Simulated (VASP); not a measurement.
Set up this calculation in VASP 6.6.1, as the native input.

```yaml
Task: single point
Functional: PBE
Potentials_or_basis: VASP PAW PBE potentials, release 64 (Mo_sv, Si)
Cutoff: 520 eV
k_mesh: 11 × 11 × 11
Occupations: fermi-dirac, width 0.08 eV
Spin: no spin polarisation
Dipole_correction: no
Further_INCAR_settings: ALGO = Normal; EDIFF = 1e-07; NBANDS = 18
```

The structure of Si2Mo (fluorite type) lies in POSCAR:

```
Si2Mo
1.0
    0.0000000000      2.5025911635      2.5025911635
    2.5025911635      0.0000000000      2.5025911635
    2.5025911635      2.5025911635      0.0000000000
Mo Si
1 2
Direct
    0.0000000000      0.0000000000      0.0000000000
    0.2500000000      0.2500000000      0.2500000000
    0.7500000000      0.7500000000      0.7500000000
```

The input as run:

INCAR

```
PREC = Accurate ; ENCUT = 520
EDIFF = 1E-7 ; ISMEAR = -1
SIGMA = 0.08 ; LREAL = F
LASPH = T ; NELM = 60
ALGO = Normal ; ISIF = 2
LWAVE = F ; LCHARG = T
GGA = PE ; LELF = T
LVHAR = T ; NBANDS = 18
```

KPOINTS

```
Automatic mesh
0
Gamma
  11 11 11
```

Potentials or basis: VASP PAW PBE potentials, release 64 (Mo_sv, Si).

Run with:

```sh
$ cat potpaw_PBE.64/Mo_sv/POTCAR potpaw_PBE.64/Si/POTCAR > POTCAR
$ mpirun -np 1 vasp_std > vasp.out
```

Results of the run:

The pressure is 161.0 GPa and the band gap on the k mesh is zero (bands 11 and 12 overlap by 3.51 eV).

Caveat: the cell stands under pressure.

It took 21 s on 1 thread of AMD EPYC 9R45 96-Core Processor (Zen 5) (shared host), peak memory 0.14 GiB.
